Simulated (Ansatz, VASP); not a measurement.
**CoF: VASP beside Ansatz**

```
Co F
1.0
     0.00000    2.28564    2.28564
     2.28564    0.00000    2.28564
     2.28564    2.28564    0.00000
Co F
1 1
Direct
  0.00000 0.00000 0.00000
  0.50000 0.50000 0.50000
```

Alike in both runs: functional PBE; k mesh 20 × 20 × 20; occupations gaussian, width 0.1 eV; collinear spin.

Ansatz relaxed the structure, and its values are those at the end. VASP's run is a single point on that final structure, the one shown.

|  | VASP | Ansatz |
| --- | --- | --- |
| version | VASP 6.6.1 | Ansatz 0.2.0 |
| potentials or method | VASP PAW PBE potentials, release 64 (Co, F), cutoff 520 eV | scalar-relativistic, plane waves, PAW |
| valence electrons in the cell | 16 | 24 |

VASP gave:

```
gap on the k mesh at the Fermi level (eV)                     : none
pressure (GPa)                                                : -0.3
net moment per atom (μB)                                      : 1.11
size of the moment on the site where the two differ most (μB) : 2.14
```

Q: Which values does Ansatz return?

A: gap on the k mesh at the Fermi level (eV): none; pressure (GPa): 0.0; net moment per atom (μB): 1.11; size of the moment on the site where the two differ most (μB): 2.08.

Site moments also hang on the region over which each program counts them. A gap of «none» marks a metal or a gap that the smearing closes. The functional is the same, so the differences come from potentials, cutoffs and numerics. VASP's potentials hold 16 valence electrons a cell and Ansatz's 24, so a difference there can come from the potentials and not from the codes.
